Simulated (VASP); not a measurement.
Input of a VASP 6.6.1 run:

Contents of INCAR:

```
SYSTEM = HfH8
PREC = Accurate
ENCUT = 500
EDIFF = 1E-7
ISMEAR = 0
SIGMA = 0.1
LREAL = .FALSE.
LASPH = .TRUE.
NELM = 120
ALGO = Normal
ISIF = 3
LWAVE = .FALSE.
LCHARG = .FALSE.
GGA = PE
IBRION = 2
NSW = 90
EDIFFG = -0.04
GGA_COMPAT = .FALSE.
NELMIN = 4
```

File KPOINTS:

```
Automatic mesh
0
G
  6 6 4
  0 0 0
```

The input POSCAR:

```
HfH8
1.0
    3.7665371500      0.0000000000      0.0000000000
   -1.8832685800      3.2619168600      0.0000000000
    0.0000000000      0.0000000000      5.6556795000
Hf H
1 8
Direct
    0.0000000000      0.0000000000      0.5000000000
    0.5173141200      0.6693063600      0.0000000000
    0.3306936400      0.8480077600      0.0000000000
    0.1519922400      0.4826858800      0.0000000000
    0.6693063600      0.5173141200      0.0000000000
    0.8480077600      0.3306936400      0.0000000000
    0.4826858800      0.1519922400      0.0000000000
    0.3333333300      0.6666666700      0.5000000000
    0.6666666700      0.3333333300      0.5000000000
```

Potentials or basis: VASP PAW PBE potentials, release 64 (Hf_pv, H).

Run with:

```sh
$ cat potpaw_PBE.64/Hf_pv/POTCAR potpaw_PBE.64/H/POTCAR > POTCAR
$ mpirun -np 1 vasp_std > vasp.out
```

Task: Estimate the band gap on the k mesh.

Result: Zero (bands 9 and 10 overlap by 0.48 eV).

Task: What does it give for the space group after relaxing (to 0.1 Å)?

Result: P-62m (No. 189).

Task: What does it give for the relaxed volume?

Result: 7.18 Å³/atom.

Task: Predict the relaxed cell.

Result: a = 3.597 Å, b = 3.597 Å, c = 5.769 Å, α = 90.00°, β = 90.00°, γ = 120.00°.

Forces in eV/Å, atoms in the order of the input:
```
Hf   0.000  0.000  0.000
H   -0.023 -0.012  0.000
H    0.021 -0.014  0.000
H    0.001  0.025  0.000
H    0.001 -0.025  0.000
H   -0.023  0.012  0.000
H    0.021  0.014  0.000
H    0.000  0.000  0.000
H    0.000  0.000  0.000
```

Caveat: spin-orbit coupling is left out, which moves the levels of the heavy elements.
